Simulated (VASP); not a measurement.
# AlFe (Pm-3m) in VASP: single point with PBE

Aim: the single point of AlFe with PBE.

All numbers are computed with VASP 6.6.1; they aren't measurements. Logs are shortened: lines on timing, memory, paths and dates and some standing lists are left out, and cuts for length are marked.

### 1 The cell of the first run

Symmetry: Pm-3m, No. 221, cubic system. The conventional cell has a = 2.910 Å, b = 2.910 Å, c = 2.910 Å, α = 90.00°, β = 90.00°, γ = 90.00°. Within 3.3 Å of Al (site symmetry m-3m) lie 8 Fe at 2.52 Å and 6 Al at 2.91 Å. Fe (site symmetry m-3m) has 8 Al at 2.52 Å and 6 Fe at 2.91 Å within 3.3 Å.

### 2 Single point, PBE, non-collinear spin, typed start, spin-orbit coupling

The input, INCAR:

```
  PREC = Accurate
  ENCUT = 600
  EDIFF = 1E-6
  ISMEAR = 0
  SIGMA = 0.05
  LREAL = F
  LASPH = T
  NELM = 200
  ALGO = Normal
  ISIF = 2
  LWAVE = F
  LCHARG = F
  LNONCOLLINEAR = T
  MAGMOM = 0 0 0 0 0 0.87
  LORBIT = 11
  LSORBIT = T
  GGA_COMPAT = F
  LORBMOM = T
  LMAXMIX = 4
  GGA = PE
  NBANDS = 23
```

The input, KPOINTS:

```
Automatic mesh
0
Gamma
  12 12 12
```

The input, POSCAR:

```
AlFe
1.0
    2.9100011415      0.0000000000      0.0000000000
    0.0000000000      2.9100011415      0.0000000000
    0.0000000000      0.0000000000      2.9100011415
Al Fe
1 1
Direct
    0.0000000000      0.0000000000      0.0000000000
    0.5000000000      0.5000000000      0.5000000000
```

Potentials or basis: VASP PAW PBE potentials, release 64 (Al, Fe).

Launch:

```console
cat potpaw_PBE.64/Al/POTCAR potpaw_PBE.64/Fe/POTCAR > POTCAR
mpirun -np 1 vasp_ncl > vasp.out
```

OUTCAR:

```text
PREC = Accurate
   ENCUT = 600
   EDIFF = 1E-6
   ISMEAR = 0
   LREAL = F
   LASPH = T
   NELM = 200
   ISIF = 2
   LNONCOLLINEAR = T
   LORBIT = 11
   LSORBIT = T
   GGA = PE

 ion  position               nearest neighbor table
   1  0.000  0.000  0.000-   2 2.52   2 2.52   2 2.52   2 2.52   2 2.52   2 2.52   2 2.52   2 2.52

   2  0.500  0.500  0.500-   1 2.52   1 2.52   1 2.52   1 2.52   1 2.52   1 2.52   1 2.52   1 2.52

  LATTYP: Found a simple cubic cell.
 ALAT       =     2.9100011415

  Lattice vectors:

 A1 = (   2.9100011415,   0.0000000000,   0.0000000000)
 A2 = (   0.0000000000,   2.9100011415,   0.0000000000)
 A3 = (   0.0000000000,   0.0000000000,   2.9100011415)

Analysis of symmetry for initial positions (statically):
=====================================================================
 Subroutine PRICEL returns:
 Original cell was already a primitive cell.

 Routine SETGRP: Setting up the symmetry group for a
 simple cubic supercell.

 Subroutine GETGRP returns: Found 48 space group operations
 (whereof 48 operations were pure point group operations)
 out of a pool of 48 trial point group operations.

The static configuration has the point symmetry O_h .

Analysis of symmetry for dynamics (positions and initial velocities):
=====================================================================
 Subroutine PRICEL returns:
 Original cell was already a primitive cell.

 Routine SETGRP: Setting up the symmetry group for a
 simple cubic supercell.

 Subroutine GETGRP returns: Found 48 space group operations
 (whereof 48 operations were pure point group operations)
 out of a pool of 48 trial point group operations.

The dynamic configuration has the point symmetry O_h .

Analysis of structural, dynamic, and magnetic symmetry:
=====================================================================
 Subroutine PRICEL returns:
 Original cell was already a primitive cell.

 Routine SETGRP: Setting up the symmetry group for a
 simple cubic supercell.

 Subroutine GETGRP returns: Found  8 space group operations
 (whereof  8 operations were pure point group operations)
 out of a pool of 48 trial point group operations.

The overall configuration has the point symmetry C_4h.

 Subroutine INISYM returns: Found  8 space group operations
 (whereof  8 operations are pure point group operations),
 and found     1 'primitive' translations

----------------------------------------------------------------------------------------

                                     Primitive cell

  volume of cell :      24.6422

  direct lattice vectors                    reciprocal lattice vectors
     2.910001141  0.000000000  0.000000000     0.343642477  0.000000000  0.000000000
     0.000000000  2.910001141  0.000000000     0.000000000  0.343642477  0.000000000
     0.000000000  0.000000000  2.910001141     0.000000000  0.000000000  0.343642477

  length of vectors
     2.910001141  2.910001141  2.910001141     0.343642477  0.343642477  0.343642477

  position of ions in fractional coordinates (direct lattice)
     0.000000000  0.000000000  0.000000000
     0.500000000  0.500000000  0.500000000

  ion indices of the primitive-cell ions
   primitive index   ion index
                 1           1
                 2           2

----------------------------------------------------------------------------------------

 KPOINTS: Automatic mesh

Automatic generation of k-mesh.
 Grid dimensions read from file:
 generate k-points for:   12   12   12

 Generating k-lattice:

  Cartesian coordinates                     Fractional coordinates (reciprocal lattice)
     0.028636873  0.000000000  0.000000000     0.083333333  0.000000000  0.000000000
     0.000000000  0.028636873  0.000000000     0.000000000  0.083333333  0.000000000
     0.000000000  0.000000000  0.028636873     0.000000000  0.000000000  0.083333333

  Length of vectors
     0.028636873  0.028636873  0.028636873

  Shift w.r.t. Gamma in fractional coordinates (k-lattice)
     0.000000000  0.000000000  0.000000000

 Subroutine IBZKPT returns following result:
 ===========================================

 Found    266 irreducible k-points:

 Following reciprocal coordinates:
            Coordinates               Weight
  0.000000  0.000000  0.000000      1.000000
  0.083333  0.000000  0.000000      4.000000
  0.000000  0.000000  0.083333      2.000000
  0.166667  0.000000  0.000000      4.000000
  0.000000  0.000000  0.166667      2.000000
  0.250000  0.000000  0.000000      4.000000
[... 16 lines left out ...]
  0.250000 -0.083333  0.000000      4.000000
  0.333333  0.083333  0.000000      4.000000
 [... further k-points ...]
[... 25 lines left out ...]
   ISYM   =      2    0-nonsym 1-usesym 2-fastsym
   POTIM  = 0.5000    time-step for ionic-motion
   TEBEG  =    0.0;   TEEND  =   0.0 temperature during run
   PSTRESS=    0.0 pullay stress
   NELECT =      11.0000    total number of electrons
   NUPDOWN=      -1.0000    fix difference up-down
   EMIN   =  10.00;   EMAX   =-10.00  energy-range for DOS
   EFERMI =   0.00;   METHOD = LEGACY
   ISMEAR =     0;   SIGMA  =   0.05  broadening in eV -4-tet -1-fermi 0-gaus
   EFERMI_NEDOS =   21; number of points for ismear=-14 and -15
   IALGO  =     38    algorithm
   IMIX   =      4    mixing-type and parameters
     AMIX     =   0.40;   BMIX     =  1.00
     AMIX_MAG =   1.60;   BMIX_MAG =  1.00
  volume/ion in A,a.u.               =      12.32        83.15
  Fermi-wavevector in a.u.,A,eV,Ry     =   1.251159  2.364348 21.298550  1.565399
  Thomas-Fermi vector in A             =   2.385120
   LORBIT       =     11    0 simple, 1 ext, 2 COOP (PROOUT), +10 PAW based schemes
   GGA     = PE    functional components
   LHFCALC =     F    Hartree Fock is set to
   AEXX    =    0.0000 exact exchange contribution
   IVDW    =     0    specifies the selected vdW correction
   LEPSILON=     F    determine dielectric tensor
   LRPA    =     F    only Hartree local field effects (RPA)
 Gauss-broadening in eV      SIGMA  =   0.05
  energy-cutoff  :      600.00
  volume of cell :       24.64
 maximum number of plane-waves:      1680
 NGX is ok and might be reduce to    24
   NGX = 11   NGY = 11   NGZ = 11

 number of electron      10.9999994 magnetization       0.0000000      0.0000000      0.7509012

 number of electron      10.9999994 magnetization      -0.0000000      0.0000000      0.7511880

 number of electron      10.9999994 magnetization      -0.0000000     -0.0000000      0.7519026

 Free energy of the ion-electron system (eV)
  ---------------------------------------------------
  ext. energy  EPLUGINS =         0.00000000
  ---------------------------------------------------
  free energy    TOTEN  =       -12.64093876 eV

  energy without entropy =      -12.63796502  energy(sigma->0) =      -12.63945189

 E-fermi :   7.6672     XC(G=0): -11.9719

 val. band max:        7.6622102043   @ k =   0.5000   0.4167   0.4167
 cond. band min:       7.6683177761   @ k =   0.2500  -0.0833  -0.4167
 fundamental gap:      0.0061075718
 Fermi energy:         7.6672025730

 k-point     1 :       0.0000    0.0000    0.0000
  band No.  band energies     occupation
      1      -2.5608      1.00000
      2      -2.5591      1.00000
      3       5.2313      1.00000
      4       5.2321      1.00000
      5       5.6335      1.00000
      6       5.6341      1.00000
[... 613 lines left out ...]
     22      21.0701      0.00000
     23      21.6613      0.00000

 [... further k-points ...]

------------------------ aborting loop because EDIFF is reached ----------------------------------------

  FORCE on cell =-STRESS in cart. coord.  units (eV):
  Direction    XX          YY          ZZ          XY          YZ          ZX
  --------------------------------------------------------------------------------------
  -------------------------------------------------------------------------------------
  Total       -0.9027514     -0.9027514     -0.9043430     -0.0000005      0.0000000      0.0000000
  in kB      -58.6947518    -58.6947518    -58.7982321     -0.0000305      0.0000000      0.0000000
  external PRESSURE =     -58.7292452 kB  Pullay stress =       0.0000000 kB

 VOLUME and BASIS-vectors are now :
 -----------------------------------------------------------------------------
  energy-cutoff  :      600.00
  volume of cell :       24.64
      direct lattice vectors                 reciprocal lattice vectors
     2.910001141  0.000000000  0.000000000     0.343642477  0.000000000  0.000000000
     0.000000000  2.910001141  0.000000000     0.000000000  0.343642477  0.000000000
     0.000000000  0.000000000  2.910001141     0.000000000  0.000000000  0.343642477

 POSITION                                       TOTAL-FORCE (eV/Angst)
 -----------------------------------------------------------------------------------
      0.00000      0.00000      0.00000         0.000000      0.000000      0.000000
      1.45500      1.45500      1.45500         0.000000      0.000000      0.000000
 -----------------------------------------------------------------------------------
    total drift:                                0.000000     -0.000000     -0.000000

  FREE ENERGIE OF THE ION-ELECTRON SYSTEM (eV)
  ---------------------------------------------------
  free  energy   TOTEN  =       -12.6409387584 eV

  energy  without entropy=      -12.6379650244  energy(sigma->0) =      -12.63945189

 orbital moment (x)

 # of ion     p       d       tot
 ----------------------------------------
  1         0.000   0.000   0.000
  2         0.000  -0.000  -0.000
 ----------------------------------------
            0.000  -0.000  -0.000

 orbital moment (y)

 # of ion     p       d       tot
 ----------------------------------------
  1         0.000   0.000   0.000
  2         0.000   0.000   0.000
 ----------------------------------------
            0.000   0.000   0.000

 orbital moment (z)

 # of ion     p       d       tot
 ----------------------------------------
  1         0.000   0.000   0.000
  2         0.000   0.048   0.048
 ----------------------------------------
            0.000   0.048   0.049

 Spin-Orbit-Coupling matrix elements

 Ion:    1  E_soc:     -0.0002661
 l=   1
     0.0000000    -0.0000439    -0.0000452
    -0.0000439     0.0000000    -0.0000439
    -0.0000452    -0.0000439     0.0000000
 l=   2
     0.0000000     0.0000000     0.0000000     0.0000000     0.0000000
     0.0000000     0.0000000     0.0000000     0.0000000     0.0000000
     0.0000000     0.0000000     0.0000000     0.0000000     0.0000000
     0.0000000     0.0000000     0.0000000     0.0000000     0.0000000
     0.0000000     0.0000000     0.0000000     0.0000000     0.0000000
 l=   3
     0.0000000     0.0000000     0.0000000     0.0000000     0.0000000     0.0000000     0.0000000
     0.0000000     0.0000000     0.0000000     0.0000000     0.0000000     0.0000000     0.0000000
     0.0000000     0.0000000     0.0000000     0.0000000     0.0000000     0.0000000     0.0000000
     0.0000000     0.0000000     0.0000000     0.0000000     0.0000000     0.0000000     0.0000000
     0.0000000     0.0000000     0.0000000     0.0000000     0.0000000     0.0000000     0.0000000
     0.0000000     0.0000000     0.0000000     0.0000000     0.0000000     0.0000000     0.0000000
     0.0000000     0.0000000     0.0000000     0.0000000     0.0000000     0.0000000     0.0000000

 Ion:    2  E_soc:     -0.0133914
 l=   1
     0.0000000    -0.0002730    -0.0002640
    -0.0002730     0.0000000    -0.0002730
    -0.0002640    -0.0002730     0.0000000
 l=   2
     0.0000000    -0.0004145     0.0000000    -0.0004145    -0.0015313
    -0.0004145     0.0000000    -0.0011212    -0.0005365    -0.0003732
     0.0000000    -0.0011212     0.0000000    -0.0011212     0.0000000
    -0.0004145    -0.0005365    -0.0011212     0.0000000    -0.0003732
    -0.0015313    -0.0003732     0.0000000    -0.0003732     0.0000000
 l=   3
     0.0000000     0.0000000     0.0000000     0.0000000     0.0000000     0.0000000     0.0000000
     0.0000000     0.0000000     0.0000000     0.0000000     0.0000000     0.0000000     0.0000000
     0.0000000     0.0000000     0.0000000     0.0000000     0.0000000     0.0000000     0.0000000
     0.0000000     0.0000000     0.0000000     0.0000000     0.0000000     0.0000000     0.0000000
     0.0000000     0.0000000     0.0000000     0.0000000     0.0000000     0.0000000     0.0000000
     0.0000000     0.0000000     0.0000000     0.0000000     0.0000000     0.0000000     0.0000000
     0.0000000     0.0000000     0.0000000     0.0000000     0.0000000     0.0000000     0.0000000

 total charge

# of ion       s       p       d       tot
------------------------------------------
    1        0.395   0.420   0.000   0.815
    2        0.417   0.476   6.450   7.342
--------------------------------------------------
tot          0.812   0.895   6.450   8.157

 magnetization (x)

# of ion       s       p       d       tot
------------------------------------------
    1        0.000   0.000   0.000   0.000
    2        0.000  -0.000   0.000  -0.000
--------------------------------------------------
tot          0.000  -0.000   0.000  -0.000

 magnetization (y)

# of ion       s       p       d       tot
------------------------------------------
    1       -0.000   0.000   0.000  -0.000
    2        0.000   0.000  -0.000  -0.000
--------------------------------------------------
tot         -0.000   0.000  -0.000  -0.000

 magnetization (z)

# of ion       s       p       d       tot
------------------------------------------
    1       -0.009  -0.017   0.000  -0.026
    2       -0.000   0.009   0.788   0.796
--------------------------------------------------
tot         -0.009  -0.008   0.788   0.770
```

It took 12 min on 1 thread of Intel Xeon 8259CL, shared host; peak memory 0.4 GiB.

What came out:

```yaml
Free_energy: -12.6409 eV
Pressure: -5.9 GPa
Net_moment: 0.75 μB per cell
Valence_electrons_inside_the_program's_atomic_spheres: Al 0.81; Fe 7.34
```

Moments on the atoms (μB; x, y, z):
```
Al   0.00  0.00 -0.03
Fe   0.00  0.00  0.80
```

Caveat: the cell stands under tension.
